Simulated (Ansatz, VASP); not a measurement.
## Two plane-wave programs on Si4Ge3

File INCAR:

```
SYSTEM = Si4Ge3
ALGO = Normal
EDIFF = 1E-6
ENCUT = 520
GGA = PE
ISIF = 2
ISMEAR = 0
LASPH = .True.
LCHARG = .False.
LREAL = .False.
LWAVE = .False.
NBANDS = 71
NELM = 60
PREC = Accurate
SIGMA = 0.1
```

Contents of KPOINTS:

```
k-points
0
Gamma
  3 3 3
  0 0 0
```

POSCAR

```
Si4Ge3
1.0
    5.2199134306      3.0137184243      3.2211059492
   -5.2199134306      3.0137184243      3.2211059492
    0.0000000000     -6.0274368485      3.2211059492
Si Ge
8 6
Direct
    0.8399973817      0.9813780567      0.5596979008
    0.2678754994      0.6957670219      0.4097414773
    0.5596979008      0.8399973817      0.9813780567
    0.4097414773      0.2678754994      0.6957670219
    0.9813780567      0.5596979008      0.8399973817
    0.6957670219      0.4097414773      0.2678754994
    0.8751497728      0.8751497728      0.8751497728
    0.1207710553      0.1207710553      0.1207710553
    0.1589844924      0.0169280044      0.4455576677
    0.7328277331      0.3044703811      0.5908535554
    0.4455576677      0.1589844924      0.0169280044
    0.5908535554      0.7328277331      0.3044703811
    0.0169280044      0.4455576677      0.1589844924
    0.3044703811      0.5908535554      0.7328277331
```

Input for Ansatz:

```yaml
crystal:
  lattice:
    - [5.2199134306, 3.0137184243, 3.2211059492]
    - [-5.2199134306, 3.0137184243, 3.2211059492]
    - [0.0, -6.0274368485, 3.2211059492]
  atoms:
    - { symbol: Si, position: [0.8399973817, 0.9813780567, 0.5596979008] }
    - { symbol: Si, position: [0.2678754994, 0.6957670219, 0.4097414773] }
    - { symbol: Si, position: [0.5596979008, 0.8399973817, 0.9813780567] }
    - { symbol: Si, position: [0.4097414773, 0.2678754994, 0.6957670219] }
    - { symbol: Si, position: [0.9813780567, 0.5596979008, 0.8399973817] }
    - { symbol: Si, position: [0.6957670219, 0.4097414773, 0.2678754994] }
    - { symbol: Si, position: [0.8751497728, 0.8751497728, 0.8751497728] }
    - { symbol: Si, position: [0.1207710553, 0.1207710553, 0.1207710553] }
    - { symbol: Ge, position: [0.1589844924, 0.0169280044, 0.4455576677] }
    - { symbol: Ge, position: [0.7328277331, 0.3044703811, 0.5908535554] }
    - { symbol: Ge, position: [0.4455576677, 0.1589844924, 0.0169280044] }
    - { symbol: Ge, position: [0.5908535554, 0.7328277331, 0.3044703811] }
    - { symbol: Ge, position: [0.0169280044, 0.4455576677, 0.1589844924] }
    - { symbol: Ge, position: [0.3044703811, 0.5908535554, 0.7328277331] }
basis:
  ecutwfc: 420
kpoints:
  mp_grid: { grid: [3, 3, 3] }
hamiltonian:
  xc: pbe
scf:
  occupations: { method: gaussian, width: 0.1 }
  lower_state_search: "off"
output:
  forces: true
  stress: true
  eigenvalues: true
```

Alike in both runs: task single point; functional PBE; k mesh 3 × 3 × 3; occupations gaussian, width 0.1 eV; no spin polarisation.

|  | VASP | Ansatz |
| --- | --- | --- |
| version | VASP 6.6.1 | Ansatz 0.2.0 |
| potentials or method | VASP PAW PBE potentials, release 64 (Si, Ge_d), cutoff 520 eV | scalar-relativistic, plane waves, PAW |
| valence electrons in the cell | 116 | 116 |

```csv
,VASP,Ansatz,Ansatz less VASP
gap on the k mesh at the Fermi level (eV),0.73,0.73,-0.003
least direct gap on the mesh (eV),1.57,1.56,-0.002
pressure (GPa),-0.2,-0.1,+0.10
rms of the force components (eV/Å),0.006,0.006,0.0000
```

Atom by atom the forces differ by 0.001 eV/Å (rms over components). With one functional, cell and mesh, what is left measures potentials, basis and numerics.
